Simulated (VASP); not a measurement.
Mo:

```
CELL_PARAMETERS angstrom
-1.57342 1.57342 1.57342
1.57342 -1.57342 1.57342
1.57342 1.57342 -1.57342
ATOMIC_POSITIONS crystal
Mo 0.00000 0.00000 0.00000
```

| Quantity | Value |
| --- | --- |
| Program | VASP 6.6.1 |
| Task | relaxation of cell and atoms |
| Functional | PBE |
| Potentials or basis | VASP PAW PBE potentials, release 64 (Mo_sv) |
| Cutoff | 600 eV |
| k mesh | 28 × 28 × 28 |
| Occupations | gaussian, width 0.2 eV |
| Spin | no spin polarisation |

At the start: pressure 4.1 GPa; volume 15.58 Å³/atom.

Question: Where does the relaxation end?

Answer: Over 8 steps the energy falls by 3.0 meV/atom and the volume is 15.82 Å³/atom (+1.5 %); space group Im-3m (No. 229, to 0.05 Å).

Step by step:
| step | energy change (eV) | largest force (eV/Å) | pressure (GPa) | volume (Å³) |
| --- | --- | --- | --- | --- |
| 1 | 0.0000 | 0.0000 | 4.10 | 15.58 |
| 2 | 0.0190 | 0.0000 | -10.02 | 16.50 |
| 3 | -0.0030 | 0.0000 | -0.03 | 15.82 |
| 4 | -0.0030 | 0.0000 | -0.02 | 15.82 |
| 5 | -0.0030 | 0.0000 | 0.20 | 15.81 |
| 6 | -0.0030 | 0.0000 | 0.16 | 15.81 |
| 7 | -0.0030 | 0.0000 | 0.14 | 15.81 |
| 8 | -0.0030 | 0.0000 | 0.01 | 15.82 |

Final structure:
```
CELL_PARAMETERS angstrom
-1.58138 1.58138 1.58138
1.58138 -1.58138 1.58138
1.58138 1.58138 -1.58138
ATOMIC_POSITIONS crystal
Mo 0.00000 0.00000 0.00000
```
